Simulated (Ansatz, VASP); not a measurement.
**Pt in VASP and in Ansatz**

The input POSCAR:

```
Pt
1.0
    2.7606656158      0.0000000000      0.0000000000
   -1.3803328079      2.3908065546      0.0000000000
    0.0000000000      0.0000000000      4.7921340000
Pt
2
Direct
    0.3333333333      0.6666666667      0.2500000000
    0.6666666667      0.3333333333      0.7500000000
```

The input INCAR.step1:

```
ALGO = Normal
EDIFF = 1E-5
ENCUT = 520
GGA = PE
ISIF = 2
ISMEAR = -1
LASPH = T
LCHARG = F
LREAL = F
LWAVE = T
NBANDS = 17
NELM = 100
PREC = Accurate
SIGMA = 0.05
```

File INCAR.step2:

```
AEXX = 0.25
ALGO = Normal
EDIFF = 1E-7
ENCUT = 520
GGA = PE
HFSCREEN = 0.3
ISIF = 2
ISMEAR = -1
ISTART = 1
LASPH = T
LCHARG = F
LHFCALC = T
LREAL = F
LWAVE = F
NBANDS = 17
NELM = 100
PREC = Accurate
PRECFOCK = Normal
SIGMA = 0.05
```

The input KPOINTS:

```
k-points
0
Gamma
  6 6 3
```

File input:

```
crystal:
  lattice:
    - [2.7606656158, 0.0, 0.0]
    - [-1.3803328079, 2.3908065546, 0.0]
    - [0.0, 0.0, 4.792134]
  atoms:
    - { symbol: Pt, position: [0.3333333333, 0.6666666667, 0.25] }
    - { symbol: Pt, position: [0.6666666667, 0.3333333333, 0.75] }
hamiltonian:
  xc: { exchange: pbe, correlation: pbe, exx: { coeff: 0.25, omega: 0.3 } }
  pseudopotentials: { kind: paw }
kpoints:
  mp_grid: { grid: [6, 6, 3] }
  band_path:
    path:
      - [[0.0, 0.0, 0.0], [0.5, 0.0, 0.0], [0.3333333333, 0.3333333333, 0.0], [0.0, 0.0, 0.0], [0.0, 0.0, 0.5], [0.5, 0.0, 0.5], [0.3333333333, 0.3333333333, 0.5], [0.0, 0.0, 0.5]]
      - [[0.5, 0.0, 0.5], [0.5, 0.0, 0.0]]
      - [[0.3333333333, 0.3333333333, 0.0], [0.3333333333, 0.3333333333, 0.5]]
    npoints: 4
scf:
  occupations: { method: fermi_dirac, width: 0.05 }
  n_extra_bands: 6
output:
  forces: true
  stress: true
  eigenvalues: true
  fatbands: false
```

Alike in both runs: functional PBE-based screened hybrid with a share of 0.25 of exact exchange and HFSCREEN = 0.3; k mesh 6 × 6 × 3; occupations fermi-dirac, width 0.05 eV; no spin polarisation.

|  | VASP | Ansatz |
| --- | --- | --- |
| version | VASP 6.6.1 | Ansatz 0.2.0 |
| potentials or method | VASP PAW PBE potentials, release 64 (Pt) | Ansatz PAW |
| plane-wave cutoff (eV) | 520 | 420 |
| valence electrons in the cell | 20 | 36 |
| task | single point | band structure |

Ansatz gave:

```
gap on the k mesh at the Fermi level (eV)                     : none
pressure (GPa)                                                : -9.7
traceless stress, the component that is largest in VASP (GPa) : 1.22
```

**Question.** Estimate VASP's values.

**Answer.** gap on the k mesh at the Fermi level (eV): none; pressure (GPa): -9.4; traceless stress, the component that is largest in VASP (GPa): 1.15.

VASP's potentials were made for PBE, not for PBE-based screened hybrid. A gap of «none» marks a metal or a gap that the smearing closes. VASP's potentials hold 20 valence electrons a cell and Ansatz's 36, so a difference there can come from the potentials and not from the codes.

The k mesh is coarse, so the values compare programs but aren't converged. Spin-orbit coupling is off throughout.
